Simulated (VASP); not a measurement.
Input of a VASP 6.6.1 run:

Contents of INCAR:

```
PREC = Accurate
ENCUT = 600
EDIFF = 1E-6
ISMEAR = 0
SIGMA = 0.1
LREAL = False
LASPH = True
NELM = 80
ALGO = Normal
ISIF = 3
LWAVE = False
LCHARG = False
GGA = PE
IBRION = 2
NSW = 100
EDIFFG = -0.01
```

The input KPOINTS:

```
regular mesh
0
Gamma
  12 12 18
```

POSCAR

```
Be2Ir
1.0
    3.6144775762      0.0000000000      0.0000000000
   -1.8072387881      3.1302294024      0.0000000000
    0.0000000000      0.0000000000      2.6712619587
Be Ir
2 1
Direct
    0.3333333333      0.6666666667      0.5000000000
    0.6666666667      0.3333333333      0.5000000000
    0.0000000000      0.0000000000      0.0000000000
```

Potentials or basis: VASP PAW PBE potentials, release 64 (Be, Ir).

The run is started by

```sh
$ cat potpaw_PBE.64/Be/POTCAR potpaw_PBE.64/Ir/POTCAR > POTCAR
$ mpirun -np 1 vasp_std > vasp.out
```

**Question.** What does it give for the band gap on the k mesh?

**Answer.** Zero (an odd number of electrons rules out a gap without spin polarisation).

**Question.** Estimate the relaxed cell.

**Answer.** a = 3.623 Å, b = 3.623 Å, c = 2.666 Å, α = 90.00°, β = 90.00°, γ = 120.00°.

**Question.** Predict the relaxed volume.

**Answer.** 10.11 Å³/atom.

Final structure:
```
Be Ir
1.0
     3.62341    0.00000    0.00000
    -1.81170    3.13796    0.00000
     0.00000    0.00000    2.66643
Be Ir
2 1
Direct
  0.33333 0.66667 0.50000
  0.66667 0.33333 0.50000
  0.00000 0.00000 0.00000
```

Caveat: spin-orbit coupling is left out, which moves the levels of the heavy elements.
